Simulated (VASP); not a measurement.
## Ga: electric field gradients with PBE

The system is Ga.

```
Ga
1.0
     1.45000   -4.06500    0.00000
     1.45000    4.06500    0.00000
     0.00000    0.00000    3.17000
Ga
2
Direct
  0.86700 0.13300 0.25000
  0.13300 0.86700 0.75000
```

* Program: VASP 6.6.1
* Task: electric field gradients
* Functional: PBE
* Potentials or basis: VASP PAW PBE potentials, release 64 (Ga_d)
* Cutoff: 520 eV
* k mesh: 12 × 12 × 10
* Occupations: fermi-dirac, width 0.08 eV
* Spin: no spin polarisation
* Dipole correction: no
* Further INCAR settings: ALGO = Normal; EDIFF = 1e-08; NBANDS = 20

```
Pressure                                : 1.7 GPa
Largest force                           : 0.196 eV/Å
Band gap on the k mesh                  : zero (bands 13 and 14 overlap by 9.37 eV)
Largest electric field gradient by atom : Ga -26.7 V/Å²
```

Forces on the atoms (eV/Å):
```
Ga   0.000  0.196  0.000
Ga   0.000 -0.196  0.000
```

Stress tensor (GPa, compression positive):
```
-0.64  0.00  0.00
 0.00  3.03  0.00
 0.00  0.00  2.84
```

Levels at points of the mesh, in eV from the Fermi level:
| k point | band 10 | band 11 | band 12 | band 13 | band 14 | band 15 | band 16 | band 17 |
| --- | --- | --- | --- | --- | --- | --- | --- | --- |
| (0.00, 0.00, 0.00) | -14.70 | -11.27 | -2.30 | -1.60 | 2.87 | 6.56 | 7.81 | 8.74 |
| (0.50, 0.00, 0.00) | -14.76 | -6.73 | -5.44 | -1.79 | -0.45 | 6.47 | 6.70 | 8.88 |
| (0.50, 0.50, 0.00) | -14.77 | -9.24 | -8.60 | 5.11 | 5.77 | 5.84 | 7.05 | 7.17 |
| (0.00, 0.00, 0.50) | -14.79 | -7.44 | -7.44 | 1.83 | 1.83 | 2.48 | 2.48 | 10.32 |
| (0.50, 0.00, 0.50) | -14.75 | -3.08 | -3.08 | -1.62 | -1.62 | 1.84 | 1.84 | 4.22 |
| (0.50, 0.50, 0.50) | -14.84 | -5.62 | -5.62 | -4.26 | -4.26 | 9.57 | 9.57 | 11.40 |

Electric field gradients, principal values (V/Å²):
| atom | least | middle | greatest (by size) |
| --- | --- | --- | --- |
| 1 Ga | 10.136 | 16.590 | -26.726 |
| 2 Ga | 10.136 | 16.590 | -26.726 |

Wall time 2.9 min on 1 thread of Intel(R) Xeon(R) Platinum 8375C CPU @ 2.90GHz (Ice Lake), on a shared host, peak memory 0.28 GiB.

Caveat: without QUAD_EFG the Cq values of the log hold for a quadrupole moment of 1 mb, not for the nuclei.
